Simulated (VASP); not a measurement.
# AlN: single point with r2SCAN

AlN:

```xyz
8
Lattice="3.1061 -0.0002 -0.0002 -1.5532 2.6909 -0.0001 -0.0006 -0.0006 9.9567" Properties=species:S:1:pos:R:3 pbc="T T T"
Al   -0.0001    1.7939    0.0082
Al   -0.0003    1.7936    4.9866
Al    1.5528    0.8966    2.4973
Al    1.5526    0.8964    7.4757
N    -0.0002    1.7938    1.9082
N    -0.0005    1.7936    6.8866
N     1.5527    0.8964    4.3974
N     1.5522    0.8961    9.3757
```

- Program: VASP 6.6.1
- Task: single point
- Functional: r2SCAN
- Potentials or basis: VASP PAW PBE potentials, release 64 (Al, N)
- Cutoff: 520 eV
- k mesh: 12 × 12 × 2
- Occupations: gaussian, width 0.05 eV
- Spin: no spin polarisation
- Dipole correction: no
- Further INCAR settings: ALGO = Normal; EDIFF = 1e-06; NBANDS = 26

The pressure is -0.4 GPa and the largest force is 0.004 eV/Å. The band gap on the k mesh is 4.92 eV.

Forces in eV/Å, atoms in the order of the input:
```
Al   0.000  0.000  0.003
Al   0.000  0.000  0.003
Al   0.000  0.000  0.004
Al   0.000  0.000  0.004
N    0.000  0.000 -0.003
N   -0.001  0.000 -0.003
N    0.000  0.000 -0.003
N    0.001  0.000 -0.003
```

Stress tensor (GPa, compression positive):
```
-0.32  0.02  0.02
 0.02 -0.40  0.02
 0.02  0.02 -0.39
```

Levels at points of the mesh, in eV from the valence-band top:
| k point | band 14 | band 15 | band 16 | band 17 | band 18 | band 19 |
| --- | --- | --- | --- | --- | --- | --- |
| (0.00, 0.00, 0.00) | -0.23 | -0.22 | 0.00 | 4.92 | 7.26 | 7.26 |
| (0.50, 0.00, 0.00) | -1.39 | -1.39 | -0.71 | 6.00 | 6.00 | 6.45 |
| (0.00, 0.50, 0.00) | -1.39 | -1.39 | -0.71 | 6.00 | 6.00 | 6.45 |
| (0.50, 0.50, 0.00) | -1.39 | -1.39 | -0.71 | 6.00 | 6.00 | 6.45 |
| (0.00, 0.00, 0.50) | -0.33 | -0.33 | -0.33 | 5.89 | 5.89 | 7.64 |
| (0.50, 0.00, 0.50) | -1.22 | -0.96 | -0.96 | 5.73 | 5.73 | 6.63 |
| (0.00, 0.50, 0.50) | -1.22 | -0.96 | -0.96 | 5.73 | 5.73 | 6.63 |
| (0.50, 0.50, 0.50) | -1.22 | -0.96 | -0.96 | 5.73 | 5.73 | 6.63 |

Run time: 31 min on 1 thread of Oxide Virtual Turin-like Processor (shared host), peak memory 0.34 GiB.

Caveat: the PAW data sets were made with another functional, which shifts forces and pressure a little. A k mesh can miss the band edges.
